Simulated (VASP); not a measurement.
# SbPb (I4/mmm) in VASP: single point with LDA

Aim: the single point of SbPb with LDA.

All numbers are computed with VASP 6.6.1; they aren't measurements. Logs are shortened: lines on timing, memory, paths and dates and some standing lists are left out, and cuts for length are marked.

### Step 1. The cell of the first run

It takes space group I4/mmm (No. 139, tetragonal). The conventional cell has a = 4.421 Å, b = 4.421 Å, c = 6.595 Å, α = 90.00°, β = 90.00°, γ = 90.00°. Sb (site symmetry 4/mmm) has 6 Pb at 3.13 to 3.30 Å within 4.1 Å. Pb (site symmetry 4/mmm) has 6 Sb at 3.13 to 3.30 Å within 4.1 Å.

### Step 2. Single point, LDA (32.22 Å³/atom)

File INCAR:

```
SYSTEM = SbPb
ALGO = Normal
EDIFF = 1E-6
ENCUT = 520
ISIF = 2
ISMEAR = 0
LASPH = .True.
LCHARG = .True.
LELF = .True.
LREAL = .False.
LVHAR = .True.
LWAVE = .False.
NBANDS = 16
NELM = 80
PREC = Accurate
SIGMA = 0.15
```

File KPOINTS:

```
k-points
0
Gamma
  14 14 14
  0 0 0
```

File POSCAR:

```
SbPb
1.0
    0.0000000000      3.1258412751      3.2974499611
    3.1258412751      0.0000000000      3.2974499611
    3.1258412751      3.1258412751      0.0000000000
Sb Pb
1 1
Direct
    0.5000000000      0.5000000000      0.5000000000
    0.0000000000      0.0000000000      0.0000000000
```

Potentials or basis: VASP PAW LDA potentials, release 64 (Sb, Pb_d).

On the command line:

```
$ cat potpaw_LDA.64/Sb/POTCAR potpaw_LDA.64/Pb_d/POTCAR > POTCAR
$ mpirun -np 1 vasp_std > vasp.out
```

OUTCAR:

```text
SYSTEM = SbPb
   EDIFF = 1E-6
   ENCUT = 520
   ISIF = 2
   ISMEAR = 0
   LASPH = .True.
   LREAL = .False.
   NELM = 80
   PREC = Accurate

 ion  position               nearest neighbor table
   1  0.500  0.500  0.500-   2 3.13   2 3.13   2 3.13   2 3.13   2 3.30   2 3.30
   2  0.000  0.000  0.000-   1 3.13   1 3.13   1 3.13   1 3.13   1 3.30   1 3.30

  LATTYP: Found a body centered tetragonal cell.
 ALAT       =     4.4206071251
 C/A-ratio  =     1.4918538869

  Lattice vectors:

 A1 = (  -3.1258412751,   0.0000000000,   3.2974499611)
 A2 = (   3.1258412751,   0.0000000000,   3.2974499611)
 A3 = (   0.0000000000,   3.1258412751,  -3.2974499611)

Analysis of symmetry for initial positions (statically):
=====================================================================
 Subroutine PRICEL returns:
 Original cell was already a primitive cell.

 Routine SETGRP: Setting up the symmetry group for a
 body centered tetragonal supercell.

 Subroutine GETGRP returns: Found 16 space group operations
 (whereof 16 operations were pure point group operations)
 out of a pool of 16 trial point group operations.

The static configuration has the point symmetry D_4h.

Analysis of symmetry for dynamics (positions and initial velocities):
=====================================================================
 Subroutine PRICEL returns:
 Original cell was already a primitive cell.

 Routine SETGRP: Setting up the symmetry group for a
 body centered tetragonal supercell.

 Subroutine GETGRP returns: Found 16 space group operations
 (whereof 16 operations were pure point group operations)
 out of a pool of 16 trial point group operations.

The dynamic configuration has the point symmetry D_4h.

 Subroutine INISYM returns: Found 16 space group operations
 (whereof 16 operations are pure point group operations),
 and found     1 'primitive' translations

----------------------------------------------------------------------------------------

                                     Primitive cell

  volume of cell :      64.4380

  direct lattice vectors                    reciprocal lattice vectors
     0.000000000  3.125841275  3.297449961    -0.159956938  0.159956938  0.151632324
     3.125841275  0.000000000  3.297449961     0.159956938 -0.159956938  0.151632324
     3.125841275  3.125841275  0.000000000     0.159956938  0.159956938 -0.151632324

  length of vectors
     4.543573475  4.543573475  4.420607125     0.272332161  0.272332161  0.272332161

  position of ions in fractional coordinates (direct lattice)
     0.500000000  0.500000000  0.500000000
     0.000000000  0.000000000  0.000000000

  ion indices of the primitive-cell ions
   primitive index   ion index
                 1           1
                 2           2

----------------------------------------------------------------------------------------

 KPOINTS: k-points

Automatic generation of k-mesh.
 Grid dimensions read from file:
 generate k-points for:   14   14   14

 Generating k-lattice:

  Cartesian coordinates                     Fractional coordinates (reciprocal lattice)
    -0.011425496  0.011425496  0.010830880     0.071428571  0.000000000  0.000000000
     0.011425496 -0.011425496  0.010830880     0.000000000  0.071428571  0.000000000
     0.011425496  0.011425496 -0.010830880    -0.000000000 -0.000000000  0.071428571

  Length of vectors
     0.019452297  0.019452297  0.019452297

  Shift w.r.t. Gamma in fractional coordinates (k-lattice)
     0.000000000  0.000000000  0.000000000

 Subroutine IBZKPT returns following result:
 ===========================================

 Found    244 irreducible k-points:

 Following reciprocal coordinates:
            Coordinates               Weight
  0.000000  0.000000  0.000000      1.000000
  0.071429  0.000000  0.000000      8.000000
  0.142857  0.000000  0.000000      8.000000
  0.214286 -0.000000  0.000000      8.000000
  0.285714  0.000000  0.000000      8.000000
  0.357143  0.000000  0.000000      8.000000
[... 16 lines left out ...]
  0.214286  0.142857  0.000000      8.000000
  0.285714  0.142857  0.000000      8.000000
 [... further k-points ...]
   k-points           NKPTS =    244   k-points in BZ     NKDIM =    244   number of bands    NBANDS=     16
   number of dos      NEDOS =    301   number of ions     NIONS =      2
   total plane-waves  NPLWV =  46656
   dimension x,y,z NGX =    36 NGY =   36 NGZ =   36
   dimension x,y,z NGXF=    72 NGYF=   72 NGZF=   72
   ions per type =               1   1
   NGX,Y,Z   is equivalent  to a cutoff of  13.17, 13.17, 13.54 a.u.
   NGXF,Y,Z  is equivalent  to a cutoff of  26.34, 26.34, 27.08 a.u.
 SYSTEM =  SbPb
   PREC   = accura    normal or accurate (medium, high low for compatibility)
   ISTART =      0    job   : 0-new  1-cont  2-samecut
   ICHARG =      2    charge: 1-file 2-atom 10-const
   ISPIN  =      1    spin polarized calculation?
   LNONCOLLINEAR =      F non collinear calculations
   LSORBIT =      F    spin-orbit coupling
   LASPH  =      T    aspherical Exc in radial PAW
   ENCUT  =  520.0 eV  38.22 Ry    6.18 a.u.   8.45  8.45  8.22*2*pi/ulx,y,z
   NELM   =     80;   NELMIN=  2; NELMDL= -5     # of ELM steps
   EDIFF  = 0.1E-05   stopping-criterion for ELM
   LREAL  =      F    real-space projection
   EDIFFG = 0.1E-04   stopping-criterion for IOM
   NSW    =      0    number of steps for IOM
   IBRION =     -1    ionic relax: 0-MD 1-quasi-New 2-CG
   NFREE  =      0    steps in history (QN), initial steepest desc. (CG)
   ISIF   =      2    stress and relaxation
   ISYM   =      2    0-nonsym 1-usesym 2-fastsym
   POTIM  = 0.5000    time-step for ionic-motion
   TEBEG  =    0.0;   TEEND  =   0.0 temperature during run
   PSTRESS=    0.0 pullay stress
   NELECT =      19.0000    total number of electrons
   NUPDOWN=      -1.0000    fix difference up-down
   EMIN   =  10.00;   EMAX   =-10.00  energy-range for DOS
   EFERMI =   0.00;   METHOD = LEGACY
   ISMEAR =     0;   SIGMA  =   0.15  broadening in eV -4-tet -1-fermi 0-gaus
   EFERMI_NEDOS =   21; number of points for ismear=-14 and -15
   IALGO  =     38    algorithm
   IMIX   =      4    mixing-type and parameters
     AMIX     =   0.40;   BMIX     =  1.00
     AMIX_MAG =   1.60;   BMIX_MAG =  1.00
  volume/ion in A,a.u.               =      32.22       217.42
  Fermi-wavevector in a.u.,A,eV,Ry     =   1.089629  2.059100 16.154082  1.187292
  Thomas-Fermi vector in A             =   2.225836
   LORBIT       =      0    0 simple, 1 ext, 2 COOP (PROOUT), +10 PAW based schemes
   GGA     = CA    functional components
   LHFCALC =     F    Hartree Fock is set to
   AEXX    =    0.0000 exact exchange contribution
   IVDW    =     0    specifies the selected vdW correction
   LEPSILON=     F    determine dielectric tensor
   LRPA    =     F    only Hartree local field effects (RPA)
 non-spin polarized calculation
 Gauss-broadening in eV      SIGMA  =   0.15
  energy-cutoff  :      520.00
  volume of cell :       64.44
 maximum number of plane-waves:      1763
 NGX is ok and might be reduce to    36
   NGX = 17   NGY = 17   NGZ = 17

 number of electron      18.9999998 magnetization

 Free energy of the ion-electron system (eV)
  ---------------------------------------------------
  ext. energy  EPLUGINS =         0.00000000
  ---------------------------------------------------
  free energy    TOTEN  =        -8.86652833 eV

  energy without entropy =       -8.85097058  energy(sigma->0) =       -8.85874946

 E-fermi :   5.9140     XC(G=0):  -9.7631

 val. band max:        5.9032639939   @ k =  -0.2857  -0.0000   0.2143
 cond. band min:       5.9142916610   @ k =   0.3571   0.0714   0.0000
 fundamental gap:      0.0110276671
 Fermi energy:         5.9139877673

 k-point     1 :       0.0000    0.0000    0.0000
  band No.  band energies     occupation
      1     -10.7867      2.00000
      2     -10.7769      2.00000
      3     -10.7639      2.00000
      4     -10.7513      2.00000
      5     -10.7513      2.00000
      6      -5.5975      2.00000
[... 8 lines left out ...]
     15      11.8983      0.00000
     16      11.8983      0.00000

 k-point     2 :       0.0714    0.0000    0.0000
  band No.  band energies     occupation
      1     -10.7878      2.00000
      2     -10.7772      2.00000
      3     -10.7631      2.00000
      4     -10.7511      2.00000
      5     -10.7506      2.00000
      6      -5.5442      2.00000
[... 8 lines left out ...]
     15      11.8381      0.00000
     16      11.9912      0.00000

 k-point     3 :       0.1429    0.0000    0.0000
  band No.  band energies     occupation
      1     -10.7909      2.00000
      2     -10.7787      2.00000
      3     -10.7605      2.00000
      4     -10.7504      2.00000
      5     -10.7485      2.00000
      6      -5.3846      2.00000
[... 8 lines left out ...]
     15      12.0989      0.00000
     16      12.2534      0.00000

 k-point     4 :       0.2143   -0.0000    0.0000
  band No.  band energies     occupation
      1     -10.7956      2.00000
      2     -10.7813      2.00000
      3     -10.7571      2.00000
      4     -10.7485      2.00000
      5     -10.7452      2.00000
      6      -5.1198      2.00000
[... 8 lines left out ...]
     15      12.5890      0.00000
     16      12.6730      0.00000
[... 324 lines left out ...]
 k-point    22 :       0.1429    0.1429    0.0000
  band No.  band energies     occupation
      1     -10.7863      2.00000
      2     -10.7847      2.00000
      3     -10.7659      2.00000
      4     -10.7462      2.00000
      5     -10.7462      2.00000
      6      -5.3472      2.00000
[... 8 lines left out ...]
     15      12.8153      0.00000
     16      12.8153      0.00000

 k-point    23 :       0.2143    0.1429    0.0000
  band No.  band energies     occupation
      1     -10.7907      2.00000
      2     -10.7851      2.00000
      3     -10.7660      2.00000
      4     -10.7439      2.00000
      5     -10.7433      2.00000
      6      -5.1720      2.00000
[... 8 lines left out ...]
     15      13.1525      0.00000
     16      13.2649      0.00000

 k-point    24 :       0.2857    0.1429    0.0000
  band No.  band energies     occupation
      1     -10.7944      2.00000
      2     -10.7881      2.00000
      3     -10.7642      2.00000
      4     -10.7418      2.00000
      5     -10.7396      2.00000
      6      -4.8958      2.00000
[... 8 lines left out ...]
     15      13.5447      0.00000
     16      13.8173      0.00000

 [... further k-points ...]

------------------------ aborting loop because EDIFF is reached ----------------------------------------

  FORCE on cell =-STRESS in cart. coord.  units (eV):
  Direction    XX          YY          ZZ          XY          YZ          ZX
  --------------------------------------------------------------------------------------
  -------------------------------------------------------------------------------------
  Total       -0.8316061     -0.8316061     -2.2269088      0.0000000     -0.0000000     -0.0000000
  in kB      -20.6769364    -20.6769364    -55.3695464      0.0000000     -0.0000000     -0.0000000
  external PRESSURE =     -32.2411398 kB  Pullay stress =       0.0000000 kB

 VOLUME and BASIS-vectors are now :
 -----------------------------------------------------------------------------
  energy-cutoff  :      520.00
  volume of cell :       64.44
      direct lattice vectors                 reciprocal lattice vectors
     0.000000000  3.125841275  3.297449961    -0.159956938  0.159956938  0.151632324
     3.125841275  0.000000000  3.297449961     0.159956938 -0.159956938  0.151632324
     3.125841275  3.125841275  0.000000000     0.159956938  0.159956938 -0.151632324

 POSITION                                       TOTAL-FORCE (eV/Angst)
 -----------------------------------------------------------------------------------
      3.12584      3.12584      3.29745         0.000000      0.000000     -0.000000
      0.00000      0.00000      0.00000        -0.000000     -0.000000      0.000000
 -----------------------------------------------------------------------------------
    total drift:                               -0.000000      0.000000      0.000000

  FREE ENERGIE OF THE ION-ELECTRON SYSTEM (eV)
  ---------------------------------------------------
  free  energy   TOTEN  =        -8.8665283328 eV

  energy  without entropy=       -8.8509705808  energy(sigma->0) =       -8.85874946
```

It took 2.7 min on 1 thread of AMD EPYC 7R13 (Zen 3), shared host; peak memory 0.35 GiB.

Results:

```yaml
Free_energy: -8.8665 eV
Pressure: -3.2 GPa
Band_gap_on_the_k_mesh: zero (an odd number of electrons rules out a gap without spin polarisation)
```

Stress tensor (GPa, compression positive):
```
-2.07  0.00  0.00
 0.00 -2.07  0.00
 0.00  0.00 -5.54
```

Caveat: the cell stands under tension; spin-orbit coupling is left out, which moves the levels of the heavy elements.
